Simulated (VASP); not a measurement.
# Zn (P6_3/mmc) in VASP: single point with PBE

Aim: the single point of Zn with PBE.

Everything below comes from runs of VASP 6.6.1. Logs are shortened: lines on timing, memory, paths and dates and some standing lists are left out, and cuts for length are marked.

### Step 1. The cell of the first run

Symmetry: P6_3/mmc, No. 194, hexagonal system. The conventional cell has a = 2.614 Å, b = 2.614 Å, c = 4.873 Å, α = 90.00°, β = 90.00°, γ = 120.00°. Zn (site symmetry -6m2) has 12 Zn at 2.61 to 2.87 Å within 3.4 Å.

### Step 2. Single point, PBE

File INCAR:

```
ALGO = Normal
EDIFF = 1E-6
ENCUT = 500
GGA = PE
GGA_COMPAT = F
ISIF = 2
ISMEAR = 0
LASPH = T
LCHARG = F
LREAL = F
LWAVE = F
NBANDS = 19
NELM = 120
PREC = Accurate
SIGMA = 0.1
```

File KPOINTS:

```
k-points
0
Gamma
  6 6 4
```

File POSCAR:

```
Zn
1.0
    2.6143598000      0.0000000000      0.0000000000
   -1.3071799000      2.2641020000      0.0000000000
    0.0000000000      0.0000000000      4.8731610200
Zn
2
Direct
    0.3333333300      0.6666666700      0.2500000000
    0.6666666700      0.3333333300      0.7500000000
```

Potentials or basis: VASP PAW PBE potentials, release 64 (Zn).

Command:

```sh
$ cat potpaw_PBE.64/Zn/POTCAR > POTCAR
$ mpirun -np 1 vasp_std > vasp.out
```

OUTCAR:

```text
EDIFF = 1E-6
   ENCUT = 500
   GGA = PE
   ISIF = 2
   ISMEAR = 0
   LASPH = T
   LREAL = F
   NELM = 120
   PREC = Accurate

 ion  position               nearest neighbor table
   1  0.333  0.667  0.250-   2 2.87   2 2.87   2 2.87   2 2.87   2 2.87   2 2.87
   2  0.667  0.333  0.750-   1 2.87   1 2.87   1 2.87   1 2.87   1 2.87   1 2.87

  LATTYP: Found a hexagonal cell.
 ALAT       =     2.6143598000
 C/A-ratio  =     1.8639978399

  Lattice vectors:

 A1 = (   2.6143598000,   0.0000000000,   0.0000000000)
 A2 = (  -1.3071799000,   2.2641020000,   0.0000000000)
 A3 = (   0.0000000000,   0.0000000000,   4.8731610200)

Analysis of symmetry for initial positions (statically):
=====================================================================
 Subroutine PRICEL returns:
 Original cell was already a primitive cell.

 Routine SETGRP: Setting up the symmetry group for a
 hexagonal supercell.

 Subroutine GETGRP returns: Found 24 space group operations
 (whereof 12 operations were pure point group operations)
 out of a pool of 24 trial point group operations.

The static configuration has the point symmetry D_3d.
 The point group associated with its full space group is D_6h.

Analysis of symmetry for dynamics (positions and initial velocities):
=====================================================================
 Subroutine PRICEL returns:
 Original cell was already a primitive cell.

 Routine SETGRP: Setting up the symmetry group for a
 hexagonal supercell.

 Subroutine GETGRP returns: Found 24 space group operations
 (whereof 12 operations were pure point group operations)
 out of a pool of 24 trial point group operations.

The dynamic configuration has the point symmetry D_3d.
 The point group associated with its full space group is D_6h.

 Subroutine INISYM returns: Found 24 space group operations
 (whereof 12 operations are pure point group operations),
 and found     1 'primitive' translations

----------------------------------------------------------------------------------------

                                     Primitive cell

  volume of cell :      28.8451

  direct lattice vectors                    reciprocal lattice vectors
     2.614359800  0.000000000  0.000000000     0.382502822  0.220838107  0.000000000
    -1.307179900  2.264102000  0.000000000     0.000000000  0.441676214  0.000000000
[... 76 lines left out ...]
   LNONCOLLINEAR =      F non collinear calculations
   LSORBIT =      F    spin-orbit coupling
   LASPH  =      T    aspherical Exc in radial PAW
   ENCUT  =  500.0 eV  36.75 Ry    6.06 a.u.   4.77  4.77  8.88*2*pi/ulx,y,z
   NELM   =    120;   NELMIN=  2; NELMDL= -5     # of ELM steps
   EDIFF  = 0.1E-05   stopping-criterion for ELM
   LREAL  =      F    real-space projection
   EDIFFG = 0.1E-04   stopping-criterion for IOM
   NSW    =      0    number of steps for IOM
   IBRION =     -1    ionic relax: 0-MD 1-quasi-New 2-CG
   NFREE  =      0    steps in history (QN), initial steepest desc. (CG)
   ISIF   =      2    stress and relaxation
   ISYM   =      2    0-nonsym 1-usesym 2-fastsym
   POTIM  = 0.5000    time-step for ionic-motion
   TEBEG  =    0.0;   TEEND  =   0.0 temperature during run
   PSTRESS=    0.0 pullay stress
   NELECT =      24.0000    total number of electrons
   NUPDOWN=      -1.0000    fix difference up-down
   EMIN   =  10.00;   EMAX   =-10.00  energy-range for DOS
   EFERMI =   0.00;   METHOD = LEGACY
   ISMEAR =     0;   SIGMA  =   0.10  broadening in eV -4-tet -1-fermi 0-gaus
   EFERMI_NEDOS =   21; number of points for ismear=-14 and -15
   IALGO  =     38    algorithm
   IMIX   =      4    mixing-type and parameters
     AMIX     =   0.40;   BMIX     =  1.00
     AMIX_MAG =   1.60;   BMIX_MAG =  1.00
  volume/ion in A,a.u.               =      14.42        97.33
  Fermi-wavevector in a.u.,A,eV,Ry     =   1.539765  2.909735 32.257744  2.370877
  Thomas-Fermi vector in A             =   2.645947
   LORBIT       =      0    0 simple, 1 ext, 2 COOP (PROOUT), +10 PAW based schemes
   GGA     = PE    functional components
   LHFCALC =     F    Hartree Fock is set to
   AEXX    =    0.0000 exact exchange contribution
   IVDW    =     0    specifies the selected vdW correction
   LEPSILON=     F    determine dielectric tensor
   LRPA    =     F    only Hartree local field effects (RPA)
 non-spin polarized calculation
 Gauss-broadening in eV      SIGMA  =   0.10
  energy-cutoff  :      500.00
  volume of cell :       28.85
 maximum number of plane-waves:       750
 NGX is ok and might be reduce to    20
   NGX =  9   NGY =  9   NGZ = 17

 number of electron      24.0000032 magnetization

 Free energy of the ion-electron system (eV)
  ---------------------------------------------------
  ext. energy  EPLUGINS =         0.00000000
  ---------------------------------------------------
  free energy    TOTEN  =        -2.12688629 eV

  energy without entropy =       -2.12052860  energy(sigma->0) =       -2.12370745

 E-fermi :   3.7996     XC(G=0): -11.8297

 val. band max:        3.7627244771   @ k =   0.5000   0.0000   0.5000
 cond. band min:       3.8115913490   @ k =   0.3333   0.0000   0.0000
 fundamental gap:      0.0488668718
 Fermi energy:         3.7996329039

 k-point     1 :       0.0000    0.0000    0.0000
  band No.  band energies     occupation
      1      -7.3335      2.00000
      2      -5.3615      2.00000
      3      -4.5713      2.00000
      4      -4.3255      2.00000
      5      -4.3255      2.00000
      6      -4.2709      2.00000
[... 439 lines left out ...]
      6      -4.3096      2.00000
[... 11 lines left out ...]
     18      15.9471      0.00000
     19      18.4794      0.00000

------------------------ aborting loop because EDIFF is reached ----------------------------------------

  FORCE on cell =-STRESS in cart. coord.  units (eV):
  Direction    XX          YY          ZZ          XY          YZ          ZX
  --------------------------------------------------------------------------------------
  -------------------------------------------------------------------------------------
  Total        0.8904596      0.8904596      1.3417413      0.0000000     -0.0000000      0.0000000
  in kB       49.4598363     49.4598362     74.5259063      0.0000000     -0.0000000      0.0000000
  external PRESSURE =      57.8151929 kB  Pullay stress =       0.0000000 kB

 VOLUME and BASIS-vectors are now :
 -----------------------------------------------------------------------------
  energy-cutoff  :      500.00
  volume of cell :       28.85
      direct lattice vectors                 reciprocal lattice vectors
     2.614359800  0.000000000  0.000000000     0.382502822  0.220838107  0.000000000
    -1.307179900  2.264102000  0.000000000     0.000000000  0.441676214  0.000000000
     0.000000000  0.000000000  4.873161020     0.000000000  0.000000000  0.205205614

 POSITION                                       TOTAL-FORCE (eV/Angst)
 -----------------------------------------------------------------------------------
     -0.00000      1.50940      1.21829         0.000000      0.000000      0.000000
      1.30718      0.75470      3.65487        -0.000000     -0.000000      0.000000
 -----------------------------------------------------------------------------------
    total drift:                               -0.000001      0.000000      0.000000

  FREE ENERGIE OF THE ION-ELECTRON SYSTEM (eV)
  ---------------------------------------------------
  free  energy   TOTEN  =        -2.1268862889 eV

  energy  without entropy=       -2.1205286024  energy(sigma->0) =       -2.12370745
```

It took 5.1 s on 1 thread of Intel Xeon 6975P-C (Granite Rapids), shared host; peak memory 0.14 GiB.

Results:

```yaml
Free_energy: -2.1269 eV
Pressure: 5.8 GPa
Band_gap_on_the_k_mesh: zero (band 12 reaches 4.45 eV, above the bottom of band 13 at 0.46 eV)
```

Stress tensor (GPa, compression positive):
```
4.95 0.00 0.00
0.00 4.95 0.00
0.00 0.00 7.45
```

Caveat: the k points lie up to 0.46 Å⁻¹ apart.
